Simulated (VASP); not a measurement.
Crystal: Nb2O.

```
Nb O
1.0
     2.79794    0.00000    0.00000
    -1.39897    2.42309    0.00000
     0.00000    0.00000   10.88285
Nb O
4 2
Cartesian
  0.0000 1.6154 6.8290
  1.3990 0.8077 1.3876
  0.0000 1.6154 9.4953
  1.3990 0.8077 4.0539
  0.0000 1.6154 2.7207
  1.3990 0.8077 8.1621
```

```yaml
Program: VASP 6.6.1
Task: relaxation of cell and atoms
Functional: PBE
Potentials_or_basis: VASP PAW PBE potentials, release 64 (Nb_sv, O)
Cutoff: 600 eV
k_mesh: 6 × 6 × 2
Occupations: gaussian, width 0.1 eV
Spin: no spin polarisation
```

At the start: pressure 45.6 GPa; volume 12.30 Å³/atom.

Q: Where does the relaxation end?

A: Over 9 steps the energy falls by 467.5 meV/atom and the volume is 13.71 Å³/atom (+11.5 %); space group P6_3/mmc (No. 194, to 0.05 Å).

The path:
| step | energy change (eV) | largest force (eV/Å) | pressure (GPa) | volume (Å³) |
| --- | --- | --- | --- | --- |
| 1 | 0.0000 | 6.0097 | 45.59 | 73.78 |
| 2 | 3.5141 | 1.5921 | -35.64 | 117.79 |
| 3 | -2.5562 | 0.6414 | -10.69 | 87.27 |
| 4 | -2.6076 | 0.9773 | -7.27 | 85.73 |
| 5 | -2.6137 | 1.1756 | -5.12 | 84.89 |
| 6 | -2.7920 | 0.1596 | 3.02 | 81.13 |
| 7 | -2.8020 | 0.1354 | 1.31 | 81.80 |
| 8 | -2.8016 | 0.1419 | -1.34 | 82.72 |
| 9 | -2.8049 | 0.0008 | -0.01 | 82.24 |

Final structure:
```cif
data_structure
_symmetry_space_group_name_H-M 'P 1'
_symmetry_Int_Tables_number 1
_cell_length_a 2.9274
_cell_length_b 2.9274
_cell_length_c 11.0813
_cell_angle_alpha 90.000
_cell_angle_beta 90.000
_cell_angle_gamma 120.000
_cell_volume 82.24
loop_
_atom_site_label
_atom_site_type_symbol
_atom_site_fract_x
_atom_site_fract_y
_atom_site_fract_z
_atom_site_occupancy
Nb1 Nb 0.33333 0.66667 0.61324 1
Nb2 Nb 0.66667 0.33333 0.11324 1
Nb3 Nb 0.33333 0.66667 0.88676 1
Nb4 Nb 0.66667 0.33333 0.38676 1
O1 O 0.33333 0.66667 0.25000 1
O2 O 0.66667 0.33333 0.75000 1
```

Caveat: the k points lie up to 0.41 Å⁻¹ apart in the final cell.
